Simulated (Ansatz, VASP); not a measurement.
## Al3Ga3N2: VASP beside Ansatz

The input INCAR:

```
ALGO = Normal ; EDIFF = 1E-6
ENCUT = 520 ; GGA = PE
ISIF = 2 ; ISMEAR = 0
ISPIN = 2 ; LASPH = True
LCHARG = True ; LELF = True
LORBIT = 11 ; LREAL = False
LVHAR = True ; LWAVE = False
MAGMOM = 0 0 0 0 0 0 1 1 ; NBANDS = 43
NELM = 150 ; PREC = Accurate
SIGMA = 0.1
```

The input KPOINTS:

```
k-points
0
Gamma
  6 6 2
```

The input POSCAR:

```
Al3Ga3N2
1.0
    3.0678989354      0.0000000000      0.0000000000
   -1.5339494677      2.6568784143      0.0000000000
    0.0000000000      0.0000000000     14.7018236318
Al Ga N
3 3 2
Direct
    0.3333333333      0.6666666667      0.1760258049
    0.0000000000      0.0000000000      0.3519499908
    0.0000000000      0.0000000000      0.0028654665
    0.3333333333      0.6666666667      0.5167123448
    0.3333333333      0.6666666667      0.8476898929
    0.6666666667      0.3333333333      0.6775406211
    0.0000000000      0.0000000000      0.1341486351
    0.3333333333      0.6666666667      0.3060672439
```

Input for Ansatz:

```yaml
crystal:
  lattice:
    - [3.0678989354, 0.0, 0.0]
    - [-1.5339494677, 2.6568784143, 0.0]
    - [0.0, 0.0, 14.7018236318]
  atoms:
    - { symbol: Al, position: [0.3333333333, 0.6666666667, 0.1760258049] }
    - { symbol: Al, position: [0.0, 0.0, 0.3519499908] }
    - { symbol: Al, position: [0.0, 0.0, 0.0028654665] }
    - { symbol: Ga, position: [0.3333333333, 0.6666666667, 0.5167123448] }
    - { symbol: Ga, position: [0.3333333333, 0.6666666667, 0.8476898929] }
    - { symbol: Ga, position: [0.6666666667, 0.3333333333, 0.6775406211] }
    - { symbol: "N", position: [0.0, 0.0, 0.1341486351], spin: 1.0 }
    - { symbol: "N", position: [0.3333333333, 0.6666666667, 0.3060672439], spin: 1.0 }
basis:
  ecutwfc: 420
kpoints:
  mp_grid: { grid: [6, 6, 2] }
hamiltonian:
  xc: pbe
scf:
  occupations: { method: gaussian, width: 0.1 }
  lower_state_search: "off"
output:
  forces: true
  stress: true
  eigenvalues: true
  populations: true
magnetization:
  spin_polarized: true
```

Alike in both runs: task single point; functional PBE; k mesh 6 × 6 × 2; occupations gaussian, width 0.1 eV; collinear spin.

```csv
,VASP,Ansatz
version,VASP 6.6.1,Ansatz 0.2.0
potentials or method,"VASP PAW PBE potentials, release 64 (Al, Ga_d, N), cutoff 520 eV","scalar-relativistic, plane waves, PAW"
valence electrons in the cell,58,58
```

|  | VASP | Ansatz | Ansatz less VASP |
| --- | --- | --- | --- |
| gap on the k mesh at the Fermi level (eV) | none | none | - |
| pressure (GPa) | 0.0 | 0.0 | +0.05 |
| traceless stress, the component that is largest in VASP (GPa) | 0.25 | 0.26 | +0.009 |
| rms of the force components (eV/Å) | 0.025 | 0.024 | -0.0011 |
| net moment per atom (μB) | 0.00 | 0.00 | 0.000 |

Atom by atom the forces differ by 0.004 eV/Å (rms over components). A gap of «none» marks a metal or a gap that the smearing closes. Ansatz's warnings: seeded moment not kept.

The k mesh is coarse, so the values compare programs but aren't converged.
